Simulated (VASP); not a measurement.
# BaTe (Cmcm) in VASP: further runs

BaTe is run at these levels: PBE, r2SCAN; tasks: single point.

Program: VASP 6.6.1. These are calculated values, not measurements. Logs are shortened: lines on timing, memory, paths and dates and some standing lists are left out, and cuts for length are marked.

### Step 1. The cell of the first run

The structure is orthorhombic, space group Cmcm (No. 63). Conventional cell: a = 6.323 Å, b = 10.347 Å, c = 7.002 Å, α = 90.00°, β = 90.00°, γ = 90.00°. Within 4.6 Å of Ba (site symmetry m2m) lie 5 Te at 3.50 to 3.56 Å. Te (site symmetry m2m) has 5 Ba at 3.50 to 3.56 Å within 4.6 Å.

### Step 2. Single point, PBE (uniaxial x strain +5.8%)

INCAR reads:

```
  ALGO = Normal
  EDIFF = 1E-6
  ENCUT = 520
  GGA = PE
  ISIF = 2
  ISMEAR = -1
  LASPH = True
  LCHARG = False
  LREAL = False
  LWAVE = False
  NBANDS = 24
  NELM = 100
  PREC = Accurate
  SIGMA = 0.02
```

KPOINTS reads:

```
k-points
0
Gamma
  6 6 4
```

POSCAR reads:

```
BaTe
1.0
    6.3233065570      0.0000000000      0.0000000000
   -3.1616532785      5.1734946757      0.0000000000
    0.0000000000      0.0000000000      7.0021674174
Ba Te
2 2
Direct
    0.3298040696      0.6596081393      0.2500000000
    0.6701959304      0.3403918607      0.7500000000
    0.6713985844      0.3427971688      0.2500000000
    0.3286014156      0.6572028312      0.7500000000
```

Potentials or basis: VASP PAW PBE potentials, release 64 (Ba_sv, Te).

On the command line:

```bash
$ cat potpaw_PBE.64/Ba_sv/POTCAR potpaw_PBE.64/Te/POTCAR > POTCAR
$ mpirun -np 1 vasp_std > vasp.out
```

OUTCAR:

```text
EDIFF = 1E-6
   ENCUT = 520
   GGA = PE
   ISIF = 2
   ISMEAR = -1
   LASPH = True
   LREAL = False
   NELM = 100
   PREC = Accurate

 ion  position               nearest neighbor table
   1  0.330  0.660  0.250-   4 3.50   4 3.50   3 3.53   3 3.56   3 3.56
   2  0.670  0.340  0.750-   3 3.50   3 3.50   4 3.53   4 3.56   4 3.56
   3  0.671  0.343  0.250-   2 3.50   2 3.50   1 3.53   1 3.56   1 3.56
   4  0.329  0.657  0.750-   1 3.50   1 3.50   2 3.53   2 3.56   2 3.56

  Warning from LATTYP: Monoclinic adjustment (A1->A3, A2->A1, A3->A2)!
  LATTYP: Found a base centered orthorhombic cell.
 ALAT       =     6.3233065570
 B/A-ratio  =     1.6363257511
 C/A-ratio  =     1.1073585243

  Lattice vectors:

 A1 = (   3.1616532785,  -5.1734946757,   0.0000000000)
 A2 = (   3.1616532785,   5.1734946757,   0.0000000000)
 A3 = (   0.0000000000,   0.0000000000,   7.0021674174)

Analysis of symmetry for initial positions (statically):
=====================================================================
 Subroutine PRICEL returns:
 Original cell was already a primitive cell.

 Routine SETGRP: Setting up the symmetry group for a
 base centered orthorhombic supercell.

 Subroutine GETGRP returns: Found  8 space group operations
 (whereof  4 operations were pure point group operations)
 out of a pool of  8 trial point group operations.

The static configuration has the point symmetry C_2h.
 The point group associated with its full space group is D_2h.

Analysis of symmetry for dynamics (positions and initial velocities):
=====================================================================
 Subroutine PRICEL returns:
 Original cell was already a primitive cell.

 Routine SETGRP: Setting up the symmetry group for a
 base centered orthorhombic supercell.

 Subroutine GETGRP returns: Found  8 space group operations
 (whereof  4 operations were pure point group operations)
 out of a pool of  8 trial point group operations.

The dynamic configuration has the point symmetry C_2h.
 The point group associated with its full space group is D_2h.

 Subroutine INISYM returns: Found  8 space group operations
 (whereof  4 operations are pure point group operations),
 and found     1 'primitive' translations

----------------------------------------------------------------------------------------

                                     Primitive cell

  volume of cell :     229.0661

  direct lattice vectors                    reciprocal lattice vectors
     6.323306557  0.000000000  0.000000000     0.158145108  0.096646470  0.000000000
    -3.161653279  5.173494676  0.000000000     0.000000000  0.193292941  0.000000000
     0.000000000  0.000000000  7.002167417     0.000000000  0.000000000  0.142812924

  length of vectors
     6.323306557  6.063093156  7.002167417     0.185338651  0.193292941  0.142812924

  position of ions in fractional coordinates (direct lattice)
     0.329804070  0.659608139  0.250000000
     0.670195930  0.340391861  0.750000000
     0.671398584  0.342797169  0.250000000
     0.328601416  0.657202831  0.750000000

  ion indices of the primitive-cell ions
   primitive index   ion index
                 1           1
                 2           2
                 3           3
                 4           4

----------------------------------------------------------------------------------------

 KPOINTS: k-points

Automatic generation of k-mesh.
 Grid dimensions read from file:
 generate k-points for:    6    6    4

 Generating k-lattice:

  Cartesian coordinates                     Fractional coordinates (reciprocal lattice)
     0.026357518  0.016107745  0.000000000     0.166666667 -0.000000000  0.000000000
     0.000000000  0.032215490  0.000000000     0.000000000  0.166666667  0.000000000
     0.000000000  0.000000000  0.035703231     0.000000000  0.000000000  0.250000000

  Length of vectors
     0.030889775  0.032215490  0.035703231

  Shift w.r.t. Gamma in fractional coordinates (k-lattice)
     0.000000000  0.000000000  0.000000000

 Subroutine IBZKPT returns following result:
 ===========================================

 Found     39 irreducible k-points:

 Following reciprocal coordinates:
            Coordinates               Weight
  0.000000  0.000000  0.000000      1.000000
  0.166667  0.000000  0.000000      4.000000
  0.333333 -0.000000  0.000000      4.000000
  0.500000 -0.000000  0.000000      2.000000
  0.000000  0.166667  0.000000      2.000000
  0.166667  0.166667  0.000000      4.000000
[... 16 lines left out ...]
  0.000000  0.333333  0.250000      4.000000
  0.166667  0.333333  0.250000      8.000000
 [... further k-points ...]
   k-points           NKPTS =     39   k-points in BZ     NKDIM =     39   number of bands    NBANDS=     24
   number of dos      NEDOS =    301   number of ions     NIONS =      4
   total plane-waves  NPLWV = 124416
   dimension x,y,z NGX =    48 NGY =   48 NGZ =   54
   dimension x,y,z NGXF=    96 NGYF=   96 NGZF=  108
   ions per type =               2   2
   NGX,Y,Z   is equivalent  to a cutoff of  12.62, 13.16, 12.82 a.u.
   NGXF,Y,Z  is equivalent  to a cutoff of  25.24, 26.32, 25.64 a.u.
 SYSTEM =  unknown system
   PREC   = accura    normal or accurate (medium, high low for compatibility)
   ISTART =      0    job   : 0-new  1-cont  2-samecut
   ICHARG =      2    charge: 1-file 2-atom 10-const
   ISPIN  =      1    spin polarized calculation?
   LNONCOLLINEAR =      F non collinear calculations
   LSORBIT =      F    spin-orbit coupling
   LASPH  =      T    aspherical Exc in radial PAW
   ENCUT  =  520.0 eV  38.22 Ry    6.18 a.u.  11.76 11.27 13.02*2*pi/ulx,y,z
   NELM   =    100;   NELMIN=  2; NELMDL= -5     # of ELM steps
   EDIFF  = 0.1E-05   stopping-criterion for ELM
   LREAL  =      F    real-space projection
   EDIFFG = 0.1E-04   stopping-criterion for IOM
   NSW    =      0    number of steps for IOM
   IBRION =     -1    ionic relax: 0-MD 1-quasi-New 2-CG
   NFREE  =      0    steps in history (QN), initial steepest desc. (CG)
   ISIF   =      2    stress and relaxation
   ISYM   =      2    0-nonsym 1-usesym 2-fastsym
   POTIM  = 0.5000    time-step for ionic-motion
   TEBEG  =    0.0;   TEEND  =   0.0 temperature during run
   PSTRESS=    0.0 pullay stress
   NELECT =      32.0000    total number of electrons
   NUPDOWN=      -1.0000    fix difference up-down
   EMIN   =  10.00;   EMAX   =-10.00  energy-range for DOS
   EFERMI =   0.00;   METHOD = LEGACY
   ISMEAR =    -1;   SIGMA  =   0.02  broadening in eV -4-tet -1-fermi 0-gaus
   EFERMI_NEDOS =   21; number of points for ismear=-14 and -15
   IALGO  =     38    algorithm
   IMIX   =      4    mixing-type and parameters
     AMIX     =   0.40;   BMIX     =  1.00
     AMIX_MAG =   1.60;   BMIX_MAG =  1.00
  volume/ion in A,a.u.               =      57.27       386.45
  Fermi-wavevector in a.u.,A,eV,Ry     =   0.849450  1.605228  9.817496  0.721566
  Thomas-Fermi vector in A             =   1.965273
   LORBIT       =      0    0 simple, 1 ext, 2 COOP (PROOUT), +10 PAW based schemes
   GGA     = PE    functional components
   LHFCALC =     F    Hartree Fock is set to
   AEXX    =    0.0000 exact exchange contribution
   IVDW    =     0    specifies the selected vdW correction
   LEPSILON=     F    determine dielectric tensor
   LRPA    =     F    only Hartree local field effects (RPA)
 non-spin polarized calculation
  energy-cutoff  :      520.00
  volume of cell :      229.07
 maximum number of plane-waves:      6214
   NGX = 23   NGY = 23   NGZ = 27

 number of electron      32.0000000 magnetization

 Free energy of the ion-electron system (eV)
  ---------------------------------------------------
  ext. energy  EPLUGINS =         0.00000000
  ---------------------------------------------------
  free energy    TOTEN  =       -16.73088673 eV

  energy without entropy =      -16.73088673  energy(sigma->0) =      -16.73088673

 E-fermi :   1.2279     XC(G=0):  -6.8699

 val. band max:        0.7654243050   @ k =   0.0000   0.0000   0.0000
 cond. band min:       2.7129142311   @ k =   0.3333   0.3333   0.0000
 fundamental gap:      1.9474899261
 Fermi energy:         1.2279273256

 k-point     1 :       0.0000    0.0000    0.0000
  band No.  band energies     occupation
      1     -26.6723      2.00000
      2     -26.6612      2.00000
      3     -11.9180      2.00000
      4     -11.9019      2.00000
      5     -11.8932      2.00000
      6     -11.8482      2.00000
[... 16 lines left out ...]
     23       5.1785      0.00000
     24       5.4441      0.00000

 k-point     2 :       0.1667    0.0000    0.0000
  band No.  band energies     occupation
      1     -26.6715      2.00000
      2     -26.6618      2.00000
      3     -11.9112      2.00000
      4     -11.9099      2.00000
      5     -11.9024      2.00000
      6     -11.8593      2.00000
[... 16 lines left out ...]
     23       5.2417      0.00000
     24       5.3439      0.00000

 k-point     3 :       0.3333   -0.0000    0.0000
  band No.  band energies     occupation
      1     -26.6696      2.00000
      2     -26.6632      2.00000
      3     -11.9373      2.00000
      4     -11.9141      2.00000
      5     -11.8942      2.00000
      6     -11.8894      2.00000
[... 16 lines left out ...]
     23       5.0437      0.00000
     24       5.2009      0.00000

 k-point     4 :       0.5000   -0.0000    0.0000
  band No.  band energies     occupation
      1     -26.6682      2.00000
      2     -26.6643      2.00000
      3     -11.9500      2.00000
      4     -11.9250      2.00000
      5     -11.9065      2.00000
      6     -11.8734      2.00000
[... 16 lines left out ...]
     23       5.2799      0.00000
     24       5.3624      0.00000

 k-point     5 :       0.0000    0.1667    0.0000
  band No.  band energies     occupation
      1     -26.6715      2.00000
      2     -26.6618      2.00000
      3     -11.9168      2.00000
      4     -11.9095      2.00000
      5     -11.8976      2.00000
      6     -11.8672      2.00000
[... 16 lines left out ...]
     23       5.2261      0.00000
     24       5.3172      0.00000

 k-point     6 :       0.1667    0.1667    0.0000
  band No.  band energies     occupation
      1     -26.6701      2.00000
      2     -26.6628      2.00000
      3     -11.9333      2.00000
      4     -11.9118      2.00000
      5     -11.8946      2.00000
      6     -11.8881      2.00000
[... 16 lines left out ...]
     23       5.0240      0.00000
     24       5.3025      0.00000
[... 379 lines left out ...]
 k-point    21 :       0.5000    0.1667    0.2500
  band No.  band energies     occupation
      1     -26.6677      2.00000
      2     -26.6649      2.00000
      3     -11.9970      2.00000
      4     -11.9768      2.00000
      5     -11.9075      2.00000
      6     -11.8554      2.00000
[... 16 lines left out ...]
     23       5.2886      0.00000
     24       5.7213      0.00000

 k-point    22 :      -0.3333    0.1667    0.2500
  band No.  band energies     occupation
      1     -26.6691      2.00000
      2     -26.6638      2.00000
      3     -11.9774      2.00000
      4     -11.9380      2.00000
      5     -11.9020      2.00000
      6     -11.8563      2.00000
[... 16 lines left out ...]
     23       5.4119      0.00000
     24       5.5594      0.00000

 k-point    23 :       0.0000    0.3333    0.2500
  band No.  band energies     occupation
      1     -26.6685      2.00000
      2     -26.6641      2.00000
      3     -11.9886      2.00000
      4     -11.9544      2.00000
      5     -11.8953      2.00000
      6     -11.8493      2.00000
[... 16 lines left out ...]
     23       5.3648      0.00000
     24       5.4577      0.00000

 k-point    24 :       0.1667    0.3333    0.2500
  band No.  band energies     occupation
      1     -26.6674      2.00000
      2     -26.6650      2.00000
      3     -11.9996      2.00000
      4     -11.9778      2.00000
      5     -11.9037      2.00000
      6     -11.8490      2.00000
[... 16 lines left out ...]
     23       5.2924      0.00000
     24       5.7535      0.00000

 [... further k-points ...]
[... 5 lines left out ...]
  --------------------------------------------------------------------------------------
  -------------------------------------------------------------------------------------
  Total       -1.8990746     -1.4498057     -0.2475818      0.0000000      0.0000000      0.0000000
  in kB      -13.2828682    -10.1405063     -1.7316840      0.0000000      0.0000000      0.0000000
  external PRESSURE =      -8.3850195 kB  Pullay stress =       0.0000000 kB

 VOLUME and BASIS-vectors are now :
 -----------------------------------------------------------------------------
  energy-cutoff  :      520.00
  volume of cell :      229.07
      direct lattice vectors                 reciprocal lattice vectors
     6.323306557  0.000000000  0.000000000     0.158145108  0.096646470  0.000000000
    -3.161653279  5.173494676  0.000000000     0.000000000  0.193292941  0.000000000
     0.000000000  0.000000000  7.002167417     0.000000000  0.000000000  0.142812924

 POSITION                                       TOTAL-FORCE (eV/Angst)
 -----------------------------------------------------------------------------------
     -0.00000      3.41248      1.75054        -0.000000     -0.000591      0.000000
      3.16165      1.76102      5.25163         0.000000      0.000591     -0.000000
      3.16165      1.77346      1.75054        -0.000000     -0.000362     -0.000000
     -0.00000      3.40004      5.25163         0.000000      0.000362     -0.000000
 -----------------------------------------------------------------------------------
    total drift:                                0.000000     -0.000000      0.000000

  FREE ENERGIE OF THE ION-ELECTRON SYSTEM (eV)
  ---------------------------------------------------
  free  energy   TOTEN  =       -16.7308867314 eV

  energy  without entropy=      -16.7308867314  energy(sigma->0) =      -16.73088673
```

Wall time 4.7 min (1 thread of Intel Xeon 6975P-C, shared host); peak memory 0.47 GiB.

Results:

```yaml
Free_energy: -16.7309 eV
Pressure: -0.8 GPa
Band_gap_on_the_k_mesh: 1.95 eV, indirect (least direct gap 2.18 eV)
```

Caveat: the cell differs from its parent crystal (uniaxial x strain +5.8%); spin-orbit coupling is left out, which moves the levels of the heavy elements. A k mesh can miss the band edges.

### Step 3. Single point, r2SCAN (uniaxial x strain +5.8%)

POSCAR is that of step 2.

INCAR.step1 reads:

```
SYSTEM = BaTe
PREC = Accurate
ENCUT = 520
ISMEAR = 0
SIGMA = 0.01
LREAL = .False.
LASPH = .True.
NELM = 100
NBANDS = 24
GGA = PE
ALGO = Normal
EDIFF = 1E-4
LWAVE = .True.
LCHARG = .False.
```

INCAR.step2 reads:

```
SYSTEM = BaTe
PREC = Accurate
ENCUT = 520
EDIFF = 1E-6
ISMEAR = 0
SIGMA = 0.01
LREAL = .False.
LASPH = .True.
NELM = 100
ALGO = Normal
ISIF = 2
LWAVE = .False.
LCHARG = .False.
METAGGA = R2SCAN
LMIXTAU = .True.
NBANDS = 24
ISTART = 1
```

KPOINTS reads:

```
regular mesh
0
Gamma
  6 6 4
  0 0 0
```

Potentials or basis: VASP PAW PBE potentials, release 64 (Ba_sv, Te).

On the command line:

```bash
$ cat potpaw_PBE.64/Ba_sv/POTCAR potpaw_PBE.64/Te/POTCAR > POTCAR
$ cp INCAR.step1 INCAR
$ mpirun -np 1 vasp_std > vasp.out
$ cp INCAR.step2 INCAR
$ mpirun -np 1 vasp_std > vasp.out
```

Run time: 17 min. Hardware: 1 thread of Intel Xeon 6975P-C, shared host; peak memory 0.5 GiB.

The run converged. Its results:

* Free energy: -111.3898 eV
* Pressure: -0.9 GPa
* Largest force: 0.007 eV/Å
* Band gap on the k mesh: 2.30 eV, indirect (least direct gap 2.55 eV)

Forces in eV/Å, atoms in the order of the input:
```
Ba   0.000 -0.007  0.000
Ba   0.000  0.007  0.000
Te   0.000  0.004  0.000
Te   0.000 -0.004  0.000
```

Stress tensor (GPa, compression positive):
```
-1.44  0.00  0.00
 0.00 -1.13  0.00
 0.00  0.00 -0.16
```

Levels at points of the mesh, in eV from the valence-band top:
```csv
k point,band 14,band 15,band 16,band 17,band 18,band 19
"(0.00, 0.00, 0.00)",-0.84,-0.83,0.00,2.55,3.07,3.20
"(0.50, 0.00, 0.00)",-0.70,-0.47,-0.39,2.78,3.01,3.27
"(0.00, 0.50, 0.00)",-0.69,-0.44,-0.38,2.63,3.08,3.11
"(0.00, 0.00, 0.50)",-1.03,-0.99,-0.99,3.37,3.37,4.57
"(0.50, 0.00, 0.50)",-0.88,-0.74,-0.74,3.40,3.40,4.29
"(0.00, 0.50, 0.50)",-0.86,-0.77,-0.77,3.46,3.46,4.25
```

Caveat: the cell differs from its parent crystal (uniaxial x strain +5.8%); the PAW data sets were made with another functional, which shifts forces and pressure a little; spin-orbit coupling is left out, which moves the levels of the heavy elements.
